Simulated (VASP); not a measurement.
Runs of VASP 6.6.1 on EuO. Symmetry: Fm-3m, No. 225, cubic system. Conventional cell: a = 5.144 Å, b = 5.144 Å, c = 5.144 Å, α = 90.00°, β = 90.00°, γ = 90.00°. Within 3.4 Å of Eu (site symmetry m-3m) lie 6 O at 2.57 Å. Within 3.4 Å of O (site symmetry m-3m) lie 6 Eu at 2.57 Å. 

```tsv
level	share of exact exchange	screening parameter	gap on the mesh (eV)	pressure (GPa)	moment (μB)
PBE-based global hybrid with 15 % exact exchange	0.15	-	none	-3.0	7.00
PBE-based screened hybrid with 25 % exact exchange	0.25	0.3 1/Å	none	(b)	7.00
PBE-based screened hybrid with 25 % exact exchange	0.25	0.4 1/Å	none	(a)	7.00
PBE-based global hybrid with 40 % exact exchange	0.4	-	2.60	-1.3	7.00
```

Alike in all rows: task single point; potentials or basis VASP PAW PBE potentials, release 64 (Eu, O); spin collinear, ferromagnetic start; cell as given; k mesh 6 × 6 × 6; cutoff (eV) 520; smearing gaussian 0.05 eV.

**Question.** Fill in the values left out.

**Answer.** (a) -2.5; (b) -2.4.

Caveats: the PAW data sets were made with another functional, which shifts forces and pressure a little; spin-orbit coupling is left out, which moves the levels of the heavy elements; a cell with one magnetic atom can't hold antiferromagnetic order, which such compounds often take.

A k mesh can miss the band edges, and the runs leave out spin-orbit coupling on Eu.

A gap of «none» marks levels without a gap at the run's occupations.
